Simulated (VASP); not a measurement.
Input of a VASP 6.6.1 run:

The input INCAR:

```
ALGO = Normal
EDIFF = 1E-6
ENCUT = 520
GGA = PS
ISIF = 2
ISMEAR = 0
LASPH = T
LCHARG = F
LREAL = F
LWAVE = F
NBANDS = 17
NELM = 60
PREC = Accurate
SIGMA = 0.05
```

Contents of KPOINTS:

```
k-points
0
Gamma
  8 8 8
```

Contents of POSCAR:

```
SnSe
1.0
    0.0000000000      3.0100000000      2.9799000000
    3.0100000000      0.0000000000      2.9799000000
    3.0100000000      3.0100000000      0.0000000000
Sn Se
1 1
Direct
    0.0000000000      0.0000000000      0.0000000000
    0.5000000000      0.5000000000      0.5000000000
```

Potentials or basis: VASP PAW PBE potentials, release 64 (Sn_d, Se).

The run is started by

```sh
$ cat potpaw_PBE.64/Sn_d/POTCAR potpaw_PBE.64/Se/POTCAR > POTCAR
$ mpirun -np 1 vasp_std > vasp.out
```

**Question.** Predict the band gap on the k mesh.

**Answer.** 0.70 eV, direct.

**Question.** Estimate the pressure.

**Answer.** -1.4 GPa.

Stress tensor (GPa, compression positive):
```
-1.83  0.00  0.00
 0.00 -1.83  0.00
 0.00  0.00 -0.60
```

Caveat: the cell differs from its parent crystal (strain -0.0100 x Voigt [0, 0, 1, 0, 0, 0]); the PAW data sets were made with another functional, which shifts forces and pressure a little; spin-orbit coupling is left out, which moves the levels of the heavy elements. A k mesh can miss the band edges.
